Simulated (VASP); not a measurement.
A run of VASP 6.6.1 is set up as follows.

File POSCAR:

```
In3Ga5P8
1.0
   11.2044800000      0.0000000000      0.0000000000
    0.0000000000     11.2044800000      0.0000000000
    0.0000000000      0.0000000000     11.2044800000
Ga In P
20 12 32
Direct
    0.9975590000      0.0030530000      0.0101090000
    0.0018090000      0.0019100000      0.4906250000
    0.9991690000      0.4970110000      0.4968450000
    0.5028260000      0.0072590000      0.0054880000
    0.4992730000      0.4931680000      0.5014400000
    0.2531350000      0.2463330000      0.0015850000
    0.2483810000      0.2514920000      0.4967710000
    0.2456670000      0.7460830000      0.4974680000
    0.7483270000      0.2483520000      0.0049960000
    0.7492680000      0.2541880000      0.4955180000
    0.7520520000      0.7514020000      0.0046240000
    0.2454040000      0.0050380000      0.2500640000
    0.2517890000      0.4939980000      0.7431290000
    0.7541900000      0.0047460000      0.2466740000
    0.7521550000      0.4950730000      0.2522420000
    0.7481420000      0.4949780000      0.7469300000
    0.9972300000      0.2460220000      0.2515420000
    0.9980260000      0.7535620000      0.2519960000
    0.5010480000      0.2483360000      0.2498540000
    0.5012620000      0.2542410000      0.7498000000
    0.9960850000      0.4981890000      0.0010920000
    0.4974140000      0.0066990000      0.4969140000
    0.5049090000      0.4951060000      0.9980660000
    0.2487730000      0.7560030000      0.0022780000
    0.7546630000      0.7454660000      0.4972900000
    0.2510560000      0.0054330000      0.7500470000
    0.2486080000      0.4960800000      0.2557370000
    0.7508450000      0.0050080000      0.7554540000
    0.0001840000      0.2518400000      0.7481880000
    0.0010980000      0.7479040000      0.7478000000
    0.5026940000      0.7531650000      0.2510280000
    0.5005650000      0.7464690000      0.7510790000
    0.1232100000      0.1271930000      0.1262930000
    0.1242340000      0.1253100000      0.6092650000
    0.1184710000      0.6316940000      0.1333180000
    0.1287160000      0.6143160000      0.6171790000
    0.6263930000      0.1268900000      0.1281740000
    0.6255010000      0.1396980000      0.6247370000
    0.6384890000      0.6227560000      0.1273830000
    0.6247530000      0.6102350000      0.6230800000
    0.3760450000      0.3628610000      0.1260750000
    0.3746370000      0.3703040000      0.6228780000
    0.3753340000      0.8920560000      0.1274230000
    0.3678320000      0.8676530000      0.6171150000
    0.8684850000      0.3656620000      0.1324910000
    0.8693510000      0.3814100000      0.6170830000
    0.8755140000      0.8759710000      0.1279340000
    0.8821070000      0.8847260000      0.6172300000
    0.3663650000      0.1340590000      0.3669330000
    0.3854300000      0.1323100000      0.8800290000
    0.3779540000      0.6239020000      0.3872910000
    0.3649510000      0.6158600000      0.8701490000
    0.8735340000      0.1256250000      0.3737450000
    0.8777790000      0.1285470000      0.8924200000
    0.8834030000      0.6165140000      0.3667460000
    0.8594460000      0.6240710000      0.8718050000
    0.1152930000      0.3659250000      0.3803500000
    0.1389210000      0.3742330000      0.8758220000
    0.1251750000      0.8744600000      0.3722890000
    0.1148280000      0.8865430000      0.8817890000
    0.6223880000      0.3745230000      0.3726160000
    0.6346480000      0.3657290000      0.8685990000
    0.6353810000      0.8855050000      0.3699150000
    0.6231150000      0.8754270000      0.8905510000
```

File INCAR.step1:

```
SYSTEM = In3Ga5P8
  ALGO = Normal
  EDIFF = 1E-5
  ENCUT = 400
  GGA = PE
  GGA_COMPAT = .FALSE.
  ISIF = 2
  ISMEAR = -1
  ISYM = -1
  KPAR = 1
  LASPH = .TRUE.
  LCHARG = .FALSE.
  LREAL = Auto
  LWAVE = .TRUE.
  NBANDS = 326
  NELM = 120
  PREC = Accurate
  SIGMA = 0.05
```

File INCAR.step2:

```
SYSTEM = In3Ga5P8
  ALGO = Normal
  EDIFF = 1E-6
  ENCUT = 400
  GGA = PE
  GGA_COMPAT = .FALSE.
  HFSCREEN = 0.2079
  ISIF = 2
  ISMEAR = -1
  ISTART = 1
  ISYM = -1
  KPAR = 1
  LASPH = .TRUE.
  LCHARG = .FALSE.
  LHFCALC = .TRUE.
  LREAL = Auto
  LWAVE = .FALSE.
  NBANDS = 326
  NELM = 120
  PREC = Accurate
  PRECFOCK = Fast
  SIGMA = 0.05
```

The input KPOINTS:

```
explicit points
1
Reciprocal
  0.25000000   0.25000000   0.25000000 1
```

Potentials or basis: VASP PAW PBE potentials, release 64 (Ga_d, In_d, P).

The run is started by

```console
$ cat potpaw_PBE.64/Ga_d/POTCAR potpaw_PBE.64/In_d/POTCAR potpaw_PBE.64/P/POTCAR > POTCAR
$ cp INCAR.step1 INCAR
$ mpirun -np 4 vasp_std > vasp.out
$ cp INCAR.step2 INCAR
$ mpirun -np 4 vasp_std > vasp.out
```

Estimate the pressure.

0.7 GPa.

Estimate the largest force.

0.062 eV/Å.

Estimate the band gap on the k mesh.

2.60 eV.

Forces on the atoms (eV/Å):
```
Ga   0.001 -0.002 -0.010
Ga  -0.003  0.003  0.002
Ga   0.000 -0.014 -0.012
Ga   0.002  0.000  0.005
Ga   0.001 -0.006 -0.003
Ga  -0.001  0.000  0.008
Ga  -0.014 -0.012 -0.008
Ga   0.002 -0.001 -0.006
Ga   0.006 -0.006  0.001
Ga   0.001  0.000 -0.004
Ga  -0.002 -0.005  0.004
Ga   0.004  0.009 -0.004
Ga  -0.007 -0.005  0.003
Ga  -0.006 -0.007  0.006
Ga   0.009 -0.007 -0.009
Ga  -0.008 -0.003 -0.006
Ga  -0.008  0.000  0.007
Ga   0.005 -0.015 -0.009
Ga  -0.013 -0.001 -0.006
Ga   0.014 -0.011 -0.007
In  -0.006 -0.002  0.005
In  -0.004 -0.003 -0.012
In  -0.004 -0.011 -0.001
In  -0.013 -0.005 -0.006
In  -0.001  0.000 -0.010
In  -0.009 -0.008 -0.011
In  -0.008 -0.011 -0.003
In   0.003  0.000 -0.001
In   0.003 -0.007 -0.008
In  -0.013  0.008 -0.001
In   0.006  0.002 -0.003
In  -0.014 -0.011 -0.007
P    0.014 -0.004  0.005
P    0.014  0.012  0.038
P    0.010 -0.005 -0.015
P   -0.007  0.027  0.023
P    0.001 -0.004 -0.004
P   -0.016 -0.033  0.012
P   -0.036  0.011 -0.016
P    0.010  0.039  0.014
P    0.006  0.031  0.011
P    0.003  0.015  0.002
P    0.002 -0.036 -0.003
P    0.026  0.038  0.034
P    0.013  0.031 -0.008
P    0.019 -0.015  0.016
P   -0.002  0.006 -0.006
P   -0.015 -0.032  0.022
P    0.019 -0.016  0.022
P   -0.025 -0.021 -0.017
P   -0.013 -0.004 -0.029
P    0.045  0.037  0.022
P    0.011  0.011 -0.004
P   -0.015 -0.004 -0.032
P   -0.017  0.021  0.027
P    0.051  0.007  0.013
P    0.027  0.026 -0.009
P   -0.040  0.000 -0.017
P    0.001  0.003  0.011
P    0.026 -0.027 -0.008
P    0.007  0.004  0.012
P   -0.021  0.031  0.021
P   -0.025 -0.022  0.008
P    0.001  0.002 -0.039
```

Caveat: the PAW data sets were made with another functional, which shifts forces and pressure a little; spin-orbit coupling is left out, which moves the levels of the heavy elements; a shifted mesh leaves out Γ, where band edges can lie. A k mesh can miss the band edges.
